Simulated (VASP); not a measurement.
# SiO2: single point with LDA

The system is SiO2.

```
Si O
1.0
     4.13020    0.00000    0.00000
     0.00000    4.13020    0.00000
     0.00000    0.00000    2.98070
Si O
2 4
Direct
  0.50000 0.50000 0.50000
  0.00000 0.00000 0.00000
  0.69443 0.69443 0.00000
  0.19443 0.80557 0.50000
  0.30557 0.30557 0.00000
  0.80557 0.19443 0.50000
```

```yaml
Program: VASP 6.6.1
Task: single point
Functional: LDA
Potentials_or_basis: VASP PAW LDA potentials, release 64 (Si, O)
Cutoff: 520 eV
k_mesh: 6 × 6 × 8
Occupations: gaussian, width 0.05 eV
Spin: no spin polarisation
Dipole_correction: no
Further_INCAR_settings: ALGO = Normal; EDIFF = 1e-06; NBANDS = 25
```

```yaml
Pressure: -28.3 GPa
Largest_force: 0.413 eV/Å
Band_gap_on_the_k_mesh: 3.65 eV, direct
```

Forces in eV/Å, atoms in the order of the input:
```
Si   0.000  0.000  0.000
Si   0.000  0.000  0.000
O    0.292  0.292  0.000
O    0.292 -0.292  0.000
O   -0.292 -0.292  0.000
O   -0.292  0.292  0.000
```

Stress tensor (GPa, compression positive):
```
-13.94   0.00   0.00
  0.00 -13.94   0.00
  0.00   0.00 -57.12
```

Levels at points of the mesh, in eV from the valence-band top:
```tsv
k point	band 13	band 14	band 15	band 16	band 17	band 18	band 19	band 20
(0.00, 0.00, 0.00)	-2.59	-0.65	-0.65	0.00	3.65	4.69	6.21	6.21
(0.50, 0.00, 0.00)	-2.66	-2.66	-0.83	-0.83	5.78	5.78	6.99	6.99
(0.50, 0.50, 0.00)	-2.82	-2.82	-1.54	-1.54	5.46	5.46	8.11	8.11
(0.00, 0.00, 0.50)	-2.95	-2.95	-2.18	-2.18	7.92	7.92	11.28	11.28
(0.50, 0.00, 0.50)	-1.75	-1.75	-1.37	-1.37	7.86	7.86	9.82	9.82
(0.50, 0.50, 0.50)	-1.19	-1.19	-1.16	-1.16	6.27	6.27	10.68	10.68
```

Run time: 37 s on 1 thread of Intel Xeon 6975P-C, on a shared host, peak memory 0.17 GiB.
